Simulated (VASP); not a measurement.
Write the native input for VASP 6.6.1 that does the following.

| Quantity | Value |
| --- | --- |
| Task | single point |
| Functional | PBE |
| Dispersion | D3(BJ) |
| Potentials or basis | VASP PAW PBE potentials, release 64 (Mn_pv, O) |
| Cutoff | 520 eV |
| k mesh | 10 × 10 × 10 |
| Occupations | fermi-dirac, width 0.05 eV |
| Spin | collinear spin, ferromagnetic start |
| Starting moments | [4.0, 0.0] μB |
| Dipole correction | no |
| Further INCAR settings | ALGO = Normal; EDIFF = 1e-06; NBANDS = 20 |

The structure of MnO lies in POSCAR:

```
MnO
1.0
    0.0000000000      2.2675248097      2.2675248097
    2.2675248097      0.0000000000      2.2675248097
    2.2675248097      2.2675248097      0.0000000000
Mn O
1 1
Direct
    0.0000000000      0.0000000000      0.0000000000
    0.5000000000      0.5000000000      0.5000000000
```

The input as run:

INCAR

```
PREC = Accurate ; ENCUT = 520
EDIFF = 1E-6 ; ISMEAR = -1
SIGMA = 0.05 ; LREAL = F
LASPH = T ; NELM = 150
ALGO = Normal ; ISIF = 2
LWAVE = F ; LCHARG = F
ISPIN = 2 ; MAGMOM = 4 0
LORBIT = 11 ; LMAXMIX = 4
GGA = PE ; IVDW = 12
NBANDS = 20
```

KPOINTS

```
regular mesh
0
Gamma
  10 10 10
```

Potentials or basis: VASP PAW PBE potentials, release 64 (Mn_pv, O).

Launch:

```sh
$ cat potpaw_PBE.64/Mn_pv/POTCAR potpaw_PBE.64/O/POTCAR > POTCAR
$ mpirun -np 1 vasp_std > vasp.out
```

Results of the run:

```
Pressure                                              : -10.2 GPa
Net moment                                            : 4.89 μB per cell
Site moments                                          : Mn +4.42; O +0.21 μB
Valence electrons inside the program's atomic spheres : Mn 11.30; O 4.95
Dispersion energy per atom                            : -0.290 eV
```

Caveat: the cell stands under tension; a cell with one magnetic atom can't hold antiferromagnetic order, which such compounds often take.

Wall time 14 s on 1 thread of Intel(R) Xeon(R) 6975P-C (Granite Rapids), on a shared host, peak memory 0.17 GiB.
